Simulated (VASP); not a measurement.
Input of a VASP 6.6.1 run:

The input INCAR:

```
ALGO = Normal ; EDIFF = 1E-6
EDIFFG = -0.005 ; ENCUT = 600
GGA = PE ; IBRION = 2
ISIF = 3 ; ISMEAR = -1
IVDW = 13 ; LASPH = T
LCHARG = F ; LREAL = F
LWAVE = F ; NELM = 80
NSW = 80 ; PREC = Accurate
SIGMA = 0.02
```

File KPOINTS:

```
k-points
0
Gamma
  6 6 6
```

POSCAR

```
SnO
1.0
    3.8352661195      0.0000000000      0.0000000000
    0.0000000000      3.8352661195      0.0000000000
    0.0000000000      0.0000000000      4.7605544001
Sn O
2 2
Direct
    0.5000000000      0.0000000000      0.2435793413
    0.0000000000      0.5000000000      0.7564206587
    0.0000000000      0.0000000000      0.0000000000
    0.5000000000      0.5000000000      0.0000000000
```

Potentials or basis: VASP PAW PBE potentials, release 64 (Sn_d, O).

Run with:

```console
$ cat potpaw_PBE.64/Sn_d/POTCAR potpaw_PBE.64/O/POTCAR > POTCAR
$ mpirun -np 1 vasp_std > vasp.out
```

Task: Estimate the relaxed volume.

Result: 17.29 Å³/atom.

Task: Predict the dispersion energy per atom.

Result: -0.277 eV.

Step by step:
```tsv
step	energy change (eV)	largest force (eV/Å)	pressure (GPa)	volume (Å³)
1	0.0000	0.0800	-0.02	70.02
2	-0.0004	0.0181	-0.23	70.01
3	-0.0004	0.0066	-0.30	70.00
4	-0.0007	0.0029	-0.21	69.82
5	-0.0010	0.0024	-0.08	69.58
6	-0.0009	0.0085	0.21	69.10
7	-0.0010	0.0066	0.08	69.34
8	-0.0012	0.0052	0.03	69.27
9	-0.0013	0.0282	-0.03	69.14
10	-0.0013	0.0238	-0.03	69.16
11	-0.0013	0.0045	0.06	69.11
12	-0.0013	0.0007	0.06	69.11
13	-0.0013	0.0024	0.05	69.12
14	-0.0013	0.0045	0.04	69.12
15	-0.0013	0.0012	0.03	69.12
16	-0.0013	0.0012	0.04	69.12
17	-0.0013	0.0046	-0.01	69.16
```

Caveat: pairwise dispersion overbinds metals, which lowers pressure and volume.
